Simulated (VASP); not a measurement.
# Sn (Im-3m) in VASP: further runs

The runs below take Sn through single point, with PBEsol.

Everything below comes from runs of VASP 6.6.1. Logs are shortened: lines on timing, memory, paths and dates and some standing lists are left out, and cuts for length are marked.

**1. The cell of the first run**

The structure is cubic, space group Im-3m (No. 229). Conventional cell: a = 3.725 Å, b = 3.725 Å, c = 3.725 Å, α = 90.00°, β = 90.00°, γ = 90.00°. Within 4.2 Å of Sn (site symmetry m-3m) lie 14 Sn at 3.23 to 3.73 Å.

**2. Single point, PBEsol**

The input, INCAR:

```
SYSTEM = Sn
ALGO = Normal ; EDIFF = 1E-6
ENCUT = 520 ; GGA = PS
ISIF = 2 ; ISMEAR = 1
LASPH = .True. ; LCHARG = .False.
LREAL = .False. ; LWAVE = .False.
NBANDS = 13 ; NELM = 60
PREC = Accurate ; SIGMA = 0.1
```

The input, KPOINTS:

```
k-points
0
Gamma
  11 11 11
  0 0 0
```

The input, POSCAR:

```
Sn
1.0
   -1.8625330493      1.8625330493      1.8625330493
    1.8625330493     -1.8625330493      1.8625330493
    1.8625330493      1.8625330493     -1.8625330493
Sn
1
Direct
    0.0000000000      0.0000000000      0.0000000000
```

Potentials or basis: VASP PAW PBE potentials, release 64 (Sn_d).

Started as:

```sh
cat potpaw_PBE.64/Sn_d/POTCAR > POTCAR
mpirun -np 1 vasp_std > vasp.out
```

OUTCAR:

```text
SYSTEM = Sn
   EDIFF = 1E-6
   ENCUT = 520
   GGA = PS
   ISIF = 2
   ISMEAR = 1
   LASPH = .True.
   LREAL = .False.
   NELM = 60
   PREC = Accurate

 ion  position               nearest neighbor table
   1  0.000  0.000  0.000-

  LATTYP: Found a body centered cubic cell.
 ALAT       =     3.7250660986

  Lattice vectors:

 A1 = (  -1.8625330493,   1.8625330493,   1.8625330493)
 A2 = (   1.8625330493,  -1.8625330493,   1.8625330493)
 A3 = (   1.8625330493,   1.8625330493,  -1.8625330493)

Analysis of symmetry for initial positions (statically):
=====================================================================
 Subroutine PRICEL returns:
 Original cell was already a primitive cell.

 Routine SETGRP: Setting up the symmetry group for a
 body centered cubic supercell.

 Subroutine GETGRP returns: Found 48 space group operations
 (whereof 48 operations were pure point group operations)
 out of a pool of 48 trial point group operations.

The static configuration has the point symmetry O_h .

Analysis of symmetry for dynamics (positions and initial velocities):
=====================================================================
 Subroutine PRICEL returns:
 Original cell was already a primitive cell.

 Routine SETGRP: Setting up the symmetry group for a
 body centered cubic supercell.

 Subroutine GETGRP returns: Found 48 space group operations
 (whereof 48 operations were pure point group operations)
 out of a pool of 48 trial point group operations.

The dynamic configuration has the point symmetry O_h .

 Subroutine INISYM returns: Found 48 space group operations
 (whereof 48 operations are pure point group operations),
 and found     1 'primitive' translations

----------------------------------------------------------------------------------------

                                     Primitive cell

  volume of cell :      25.8447

  direct lattice vectors                    reciprocal lattice vectors
    -1.862533049  1.862533049  1.862533049     0.000000000  0.268451612  0.268451612
     1.862533049 -1.862533049  1.862533049     0.268451612  0.000000000  0.268451612
     1.862533049  1.862533049 -1.862533049     0.268451612  0.268451612  0.000000000

  length of vectors
     3.226001872  3.226001872  3.226001872     0.379647911  0.379647911  0.379647911

  position of ions in fractional coordinates (direct lattice)
     0.000000000  0.000000000  0.000000000

  ion indices of the primitive-cell ions
   primitive index   ion index
                 1           1

----------------------------------------------------------------------------------------

 KPOINTS: k-points

Automatic generation of k-mesh.
 Grid dimensions read from file:
 generate k-points for:   11   11   11

 Generating k-lattice:

  Cartesian coordinates                     Fractional coordinates (reciprocal lattice)
     0.000000000  0.024404692  0.024404692     0.090909091  0.000000000  0.000000000
     0.024404692  0.000000000  0.024404692     0.000000000  0.090909091  0.000000000
     0.024404692  0.024404692  0.000000000     0.000000000  0.000000000  0.090909091

  Length of vectors
     0.034513446  0.034513446  0.034513446

  Shift w.r.t. Gamma in fractional coordinates (k-lattice)
     0.000000000  0.000000000  0.000000000

 Subroutine IBZKPT returns following result:
 ===========================================

 Found     56 irreducible k-points:

 Following reciprocal coordinates:
            Coordinates               Weight
  0.000000  0.000000  0.000000      1.000000
  0.090909  0.000000  0.000000     12.000000
  0.181818  0.000000  0.000000     12.000000
  0.272727  0.000000  0.000000     12.000000
  0.363636  0.000000  0.000000     12.000000
  0.454545  0.000000  0.000000     12.000000
[... 16 lines left out ...]
  0.272727  0.181818  0.090909     48.000000
  0.363636  0.181818  0.090909     24.000000
 [... further k-points ...]
   k-points           NKPTS =     56   k-points in BZ     NKDIM =     56   number of bands    NBANDS=     13
   number of dos      NEDOS =    301   number of ions     NIONS =      1
   total plane-waves  NPLWV =  13824
   dimension x,y,z NGX =    24 NGY =   24 NGZ =   24
   dimension x,y,z NGXF=    48 NGYF=   48 NGZF=   48
   ions per type =               1
   NGX,Y,Z   is equivalent  to a cutoff of  12.37, 12.37, 12.37 a.u.
   NGXF,Y,Z  is equivalent  to a cutoff of  24.74, 24.74, 24.74 a.u.
 SYSTEM =  Sn
   PREC   = accura    normal or accurate (medium, high low for compatibility)
   ISTART =      0    job   : 0-new  1-cont  2-samecut
   ICHARG =      2    charge: 1-file 2-atom 10-const
   ISPIN  =      1    spin polarized calculation?
   LNONCOLLINEAR =      F non collinear calculations
   LSORBIT =      F    spin-orbit coupling
   LASPH  =      T    aspherical Exc in radial PAW
   ENCUT  =  520.0 eV  38.22 Ry    6.18 a.u.   6.00  6.00  6.00*2*pi/ulx,y,z
   NELM   =     60;   NELMIN=  2; NELMDL= -5     # of ELM steps
   EDIFF  = 0.1E-05   stopping-criterion for ELM
   LREAL  =      F    real-space projection
   EDIFFG = 0.1E-04   stopping-criterion for IOM
   NSW    =      0    number of steps for IOM
   IBRION =     -1    ionic relax: 0-MD 1-quasi-New 2-CG
   NFREE  =      0    steps in history (QN), initial steepest desc. (CG)
   ISIF   =      2    stress and relaxation
   ISYM   =      2    0-nonsym 1-usesym 2-fastsym
   POTIM  = 0.5000    time-step for ionic-motion
   TEBEG  =    0.0;   TEEND  =   0.0 temperature during run
   PSTRESS=    0.0 pullay stress
   NELECT =      14.0000    total number of electrons
   NUPDOWN=      -1.0000    fix difference up-down
   EMIN   =  10.00;   EMAX   =-10.00  energy-range for DOS
   EFERMI =   0.00;   METHOD = LEGACY
   ISMEAR =     1;   SIGMA  =   0.10  broadening in eV -4-tet -1-fermi 0-gaus
   EFERMI_NEDOS =   21; number of points for ismear=-14 and -15
   IALGO  =     38    algorithm
   IMIX   =      4    mixing-type and parameters
     AMIX     =   0.40;   BMIX     =  1.00
     AMIX_MAG =   1.60;   BMIX_MAG =  1.00
  volume/ion in A,a.u.               =      25.84       174.41
  Fermi-wavevector in a.u.,A,eV,Ry     =   1.334525  2.521887 24.231407  1.780958
  Thomas-Fermi vector in A             =   2.463300
   LORBIT       =      0    0 simple, 1 ext, 2 COOP (PROOUT), +10 PAW based schemes
   GGA     = PS    functional components
   LHFCALC =     F    Hartree Fock is set to
   AEXX    =    0.0000 exact exchange contribution
   IVDW    =     0    specifies the selected vdW correction
   LEPSILON=     F    determine dielectric tensor
   LRPA    =     F    only Hartree local field effects (RPA)
 non-spin polarized calculation
 Methfessel and Paxton  Order N= 1 SIGMA  =   0.10
  energy-cutoff  :      520.00
  volume of cell :       25.84
 maximum number of plane-waves:       711
   NGX = 11   NGY = 11   NGZ = 11

 number of electron      13.9999992 magnetization

 Free energy of the ion-electron system (eV)
  ---------------------------------------------------
  ext. energy  EPLUGINS =         0.00000000
  ---------------------------------------------------
  free energy    TOTEN  =        -4.22049446 eV

  energy without entropy =       -4.22073978  energy(sigma->0) =       -4.22057624

 E-fermi :   8.5974     XC(G=0): -10.7424

 val. band max:        8.5452048100   @ k =  -0.4545   0.4545   0.3636
 cond. band min:       8.6473125234   @ k =  -0.2727   0.4545   0.0909
 fundamental gap:      0.1021077133
 Fermi energy:         8.5974142769

 k-point     1 :       0.0000    0.0000    0.0000
  band No.  band energies     occupation
      1     -12.9168      2.00000
      2     -12.9168      2.00000
      3     -12.9168      2.00000
      4     -12.7542      2.00000
      5     -12.7542      2.00000
      6      -2.9211      2.00000
      7      16.9828      0.00000
      8      16.9828      0.00000
      9      16.9828      0.00000
     10      20.7773      0.00000
     11      20.7773      0.00000
     12      20.7773      0.00000
     13      21.6877      0.00000

 k-point     2 :       0.0909    0.0000    0.0000
  band No.  band energies     occupation
      1     -12.9212      2.00000
      2     -12.9107      2.00000
      3     -12.8966      2.00000
      4     -12.7590      2.00000
      5     -12.7547      2.00000
      6      -2.7330      2.00000
      7      15.4088      0.00000
      8      16.2501      0.00000
      9      16.7057      0.00000
     10      19.4052      0.00000
     11      19.7414      0.00000
     12      20.4953      0.00000
     13      22.3721      0.00000

 k-point     3 :       0.1818    0.0000    0.0000
  band No.  band energies     occupation
      1     -12.9329      2.00000
      2     -12.8973      2.00000
      3     -12.8419      2.00000
      4     -12.7700      2.00000
      5     -12.7561      2.00000
      6      -2.1670      2.00000
      7      12.4379      0.00000
      8      14.9247      0.00000
      9      15.9843      0.00000
     10      18.3269      0.00000
     11      18.6521      0.00000
     12      20.6258      0.00000
     13      22.8436      0.00000

 k-point     4 :       0.2727    0.0000    0.0000
  band No.  band energies     occupation
      1     -12.9483      2.00000
      2     -12.8889      2.00000
      3     -12.7763      2.00000
      4     -12.7692      2.00000
      5     -12.7579      2.00000
      6      -1.2226      2.00000
      7       9.4251     -0.00000
      8      13.7161      0.00000
      9      15.1710      0.00000
     10      17.5654      0.00000
     11      17.8363      0.00000
     12      21.3869      0.00000
     13      23.4005      0.00000

 k-point     5 :       0.3636    0.0000    0.0000
  band No.  band energies     occupation
      1     -12.9624      2.00000
      2     -12.8932      2.00000
      3     -12.7715      2.00000
      4     -12.7594      2.00000
      5     -12.7013      2.00000
      6       0.0860      2.00000
      7       6.6767      2.00000
      8      12.8400      0.00000
      9      14.5385      0.00000
     10      17.0744      0.00000
     11      17.2977      0.00000
     12      22.5537      0.00000
     13      24.0796      0.00000

 k-point     6 :       0.4545    0.0000    0.0000
  band No.  band energies     occupation
      1     -12.9708      2.00000
      2     -12.9006      2.00000
      3     -12.7644      2.00000
      4     -12.7603      2.00000
      5     -12.6605      2.00000
      6       1.6278      2.00000
      7       4.4020      2.00000
      8      12.3835      0.00000
      9      14.2021      0.00000
     10      16.8352      0.00000
     11      17.0304      0.00000
     12      23.7416      0.00000
     13      24.7015      0.00000

 k-point     7 :       0.0909    0.0909    0.0000
  band No.  band energies     occupation
      1     -12.9226      2.00000
      2     -12.9086      2.00000
      3     -12.8578      2.00000
      4     -12.7672      2.00000
      5     -12.7557      2.00000
      6      -2.3559      2.00000
      7      13.5887      0.00000
      8      14.8021      0.00000
      9      15.8712      0.00000
     10      19.1618      0.00000
     11      19.1812      0.00000
     12      20.6670      0.00000
     13      22.6606      0.00000
[... 193 lines left out ...]
 k-point    20 :       0.3636    0.0909    0.0909
  band No.  band energies     occupation
      1     -12.9533      2.00000
      2     -12.8842      2.00000
      3     -12.7634      2.00000
      4     -12.7601      2.00000
      5     -12.6910      2.00000
      6       1.9480      2.00000
      7       4.7866      2.00000
      8      10.3031     -0.00000
      9      11.7406      0.00000
     10      19.6501      0.00000
     11      20.0446      0.00000
     12      24.2350      0.00000
     13      25.0519      0.00000

 k-point    21 :      -0.0909    0.0909    0.0909
  band No.  band energies     occupation
      1     -12.9037      2.00000
      2     -12.9037      2.00000
      3     -12.8978      2.00000
      4     -12.7688      2.00000
      5     -12.7524      2.00000
      6      -2.5448      2.00000
      7      15.1965      0.00000
      8      15.4762      0.00000
      9      15.4762      0.00000
     10      18.4776      0.00000
     11      20.2412      0.00000
     12      20.2412      0.00000
     13      21.8981      0.00000

 k-point    22 :       0.1818    0.1818    0.0909
  band No.  band energies     occupation
      1     -12.9307      2.00000
      2     -12.8960      2.00000
      3     -12.7695      2.00000
      4     -12.7633      2.00000
      5     -12.7247      2.00000
      6       0.2675      2.00000
      7       7.9898      2.00000
      8       9.8926     -0.00000
      9      11.5079      0.00000
     10      21.3417      0.00000
     11      21.7424      0.00000
     12      23.1770      0.00000
     13      24.4458      0.00000

 k-point    23 :       0.2727    0.1818    0.0909
  band No.  band energies     occupation
      1     -12.9330      2.00000
      2     -12.8715      2.00000
      3     -12.7662      2.00000
      4     -12.7641      2.00000
      5     -12.7195      2.00000
      6       1.6695      2.00000
      7       6.1574      2.00000
      8       8.7206     -0.07090
      9      10.9319      0.00000
     10      21.2540      0.00000
     11      22.7558      0.00000
     12      23.4469      0.00000
     13      25.6177      0.00000

 k-point    24 :       0.3636    0.1818    0.0909
  band No.  band energies     occupation
      1     -12.9342      2.00000
      2     -12.8596      2.00000
      3     -12.7651      2.00000
      4     -12.7609      2.00000
      5     -12.7236      2.00000
      6       2.7314      2.00000
      7       4.8642      2.00000
      8       8.4032      2.01921
      9      10.7455      0.00000
     10      21.1431      0.00000
     11      23.0007      0.00000
     12      24.3375      0.00000
     13      24.7288      0.00000

 [... further k-points ...]
[... 5 lines left out ...]
  --------------------------------------------------------------------------------------
  -------------------------------------------------------------------------------------
  Total        0.1605328      0.1605328      0.1605328      0.0000000     -0.0000000      0.0000000
  in kB        9.9518159      9.9518159      9.9518159      0.0000000     -0.0000000      0.0000000
  external PRESSURE =       9.9518159 kB  Pullay stress =       0.0000000 kB

 VOLUME and BASIS-vectors are now :
 -----------------------------------------------------------------------------
  energy-cutoff  :      520.00
  volume of cell :       25.84
      direct lattice vectors                 reciprocal lattice vectors
    -1.862533049  1.862533049  1.862533049     0.000000000  0.268451612  0.268451612
     1.862533049 -1.862533049  1.862533049     0.268451612  0.000000000  0.268451612
     1.862533049  1.862533049 -1.862533049     0.268451612  0.268451612  0.000000000

 POSITION                                       TOTAL-FORCE (eV/Angst)
 -----------------------------------------------------------------------------------
      0.00000      0.00000      0.00000        -0.000000      0.000000     -0.000000
 -----------------------------------------------------------------------------------
    total drift:                                0.000000      0.000000      0.000000

  FREE ENERGIE OF THE ION-ELECTRON SYSTEM (eV)
  ---------------------------------------------------
  free  energy   TOTEN  =        -4.2204944621 eV

  energy  without entropy=       -4.2207397828  energy(sigma->0) =       -4.22057624
```

Wall time 6 s (1 thread of Intel Xeon 6975P-C, shared host); peak memory 0.15 GiB.

Results:

```yaml
Free_energy: -4.2205 eV
Pressure: 1.0 GPa
Band_gap_on_the_k_mesh: zero (band 7 reaches 16.98 eV, above the bottom of band 8 at 6.01 eV)
```

Caveat: the PAW data sets were made with another functional, which shifts forces and pressure a little; spin-orbit coupling is left out, which moves the levels of the heavy elements.

**3. Single point, PBEsol**

This run uses another cell than the first one, of 26.66 Å³/atom, 1.032 times its volume.

The input, INCAR:

```
ALGO = Normal
EDIFF = 1E-6
ENCUT = 520
GGA = PS
ISIF = 2
ISMEAR = 1
LASPH = T
LCHARG = F
LREAL = F
LWAVE = F
NBANDS = 13
NELM = 60
PREC = Accurate
SIGMA = 0.1
```

The input, KPOINTS:

```
k-points
0
Gamma
  11 11 11
```

The input, POSCAR:

```
Sn
1.0
   -1.8819358316      1.8819358316      1.8819358316
    1.8819358316     -1.8819358316      1.8819358316
    1.8819358316      1.8819358316     -1.8819358316
Sn
1
Direct
    0.0000000000      0.0000000000      0.0000000000
```

Potentials or basis: VASP PAW PBE potentials, release 64 (Sn_d).

Started as:

```sh
cat potpaw_PBE.64/Sn_d/POTCAR > POTCAR
mpirun -np 1 vasp_std > vasp.out
```

It took 6.2 s on 1 thread of Intel Xeon 6975P-C, shared host; peak memory 0.15 GiB.

It converged, with:

```yaml
Free_energy: -4.2214 eV
Pressure: -0.7 GPa
Band_gap_on_the_k_mesh: zero (band 7 reaches 16.30 eV, above the bottom of band 8 at 5.72 eV)
```

Levels at points of the mesh, in eV from the Fermi level:
```
           k point  band 5  band 6  band 7  band 8  band 9  band 10
(0.00, 0.00, 0.00)  -21.34  -11.28    8.09    8.09    8.09    12.12
```

Caveat: the PAW data sets were made with another functional, which shifts forces and pressure a little; spin-orbit coupling is left out, which moves the levels of the heavy elements.

(Part 1 of 3 ends here.)
